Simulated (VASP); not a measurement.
Here is a VASP 6.6.1 calculation.

The input INCAR:

```
PREC = Accurate ; ENCUT = 520
EDIFF = 1E-6 ; ISMEAR = -1
SIGMA = 0.1 ; LREAL = F
LASPH = T ; NELM = 100
ALGO = Normal ; ISIF = 2
LWAVE = F ; LCHARG = T
GGA = PE ; LELF = T
LVHAR = T ; NBANDS = 8
```

KPOINTS

```
regular mesh
0
Gamma
  16 16 15
```

The input POSCAR:

```
Li
1.0
    2.4892912312      0.0000000000      0.0000000000
   -1.2446456156      2.1557894437      0.0000000000
    0.0000000000      0.0000000000      2.2684778718
Li
1
Direct
    0.0000000000      0.0000000000      0.0000000000
```

Potentials or basis: VASP PAW PBE potentials, release 64 (Li_sv).

The run is started by

```console
$ cat potpaw_PBE.64/Li_sv/POTCAR > POTCAR
$ mpirun -np 1 vasp_std > vasp.out
```

(1) What does it give for the band gap on the k mesh?

Results:

(1) zero (an odd number of electrons rules out a gap without spin polarisation).
